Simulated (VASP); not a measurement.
Wanted: the native input for a VASP 6.6.1 run.

| Quantity | Value |
| --- | --- |
| Task | single point |
| Functional | PBE |
| Potentials or basis | VASP PAW PBE potentials, release 64 (Bi_d, H) |
| Cutoff | 520 eV |
| k mesh | 15 × 15 × 6 |
| Occupations | gaussian, width 0.1 eV |
| Spin | no spin polarisation |
| Dipole correction | no |
| Further INCAR settings | ALGO = Normal; EDIFF = 1e-07; NBANDS = 18 |

The structure of BiH4 lies in POSCAR:

```
BiH4
1.0
    3.0978567048      0.0000000000      0.0000000000
   -1.5489283524      2.6828226036      0.0000000000
    0.0000000000      0.0000000000      6.5714673154
Bi H
1 4
Direct
    0.0000000000      0.0000000000      0.0000000000
    0.5000000000      0.0000000000      0.5000000000
    0.0000000000      0.5000000000      0.5000000000
    0.5000000000      0.5000000000      0.5000000000
    0.0000000000      0.0000000000      0.5000000000
```

One way to write it, as run:

INCAR

```
SYSTEM = BiH4
ALGO = Normal ; EDIFF = 1E-7
ENCUT = 520 ; GGA = PE
ISIF = 2 ; ISMEAR = 0
LASPH = .True. ; LCHARG = .False.
LREAL = .False. ; LWAVE = .False.
NBANDS = 18 ; NELM = 80
PREC = Accurate ; SIGMA = 0.1
```

KPOINTS

```
k-points
0
Gamma
  15 15 6
  0 0 0
```

Potentials or basis: VASP PAW PBE potentials, release 64 (Bi_d, H).

The run is started by

```bash
$ cat potpaw_PBE.64/Bi_d/POTCAR potpaw_PBE.64/H/POTCAR > POTCAR
$ mpirun -np 1 vasp_std > vasp.out
```

It gave:

- Pressure: -0.2 GPa

Run time: 94 s on 1 thread of Oxide Virtual Turin-like Processor, with other jobs on the host, peak memory 0.2 GiB.
